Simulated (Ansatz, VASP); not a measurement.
KCl: VASP beside Ansatz

```
CELL_PARAMETERS angstrom
0.00000 3.15610 3.15610
3.15610 0.00000 3.15610
3.15610 3.15610 0.00000
ATOMIC_POSITIONS crystal
K 0.00000 0.00000 0.00000
Cl 0.50000 0.50000 0.50000
```

Alike in both runs: task electric field gradients; functional PBEsol; k mesh 7 × 7 × 7; occupations fermi-dirac, width 0.03 eV; no spin polarisation.

```csv
,VASP,Ansatz
version,VASP 6.6.1,Ansatz 0.2.0
potentials or method,"VASP PAW PBE potentials, release 64 (K_sv, Cl)","PAW with Ansatz's default frozen-core files, scalar-relativistic"
plane-wave cutoff (eV),520,420
valence electrons in the cell,16,16
```

VASP gave:

```
gap on the k mesh at the Fermi level (eV) : 4.99
pressure (GPa)                            : -0.5
```

**Question.** What did Ansatz give for the same quantities?

**Answer.** gap on the k mesh at the Fermi level (eV): 5.00; pressure (GPa): -0.6.

VASP's potentials were made for PBE, not for PBEsol. With one functional, cell and mesh, what is left measures potentials, basis and numerics.
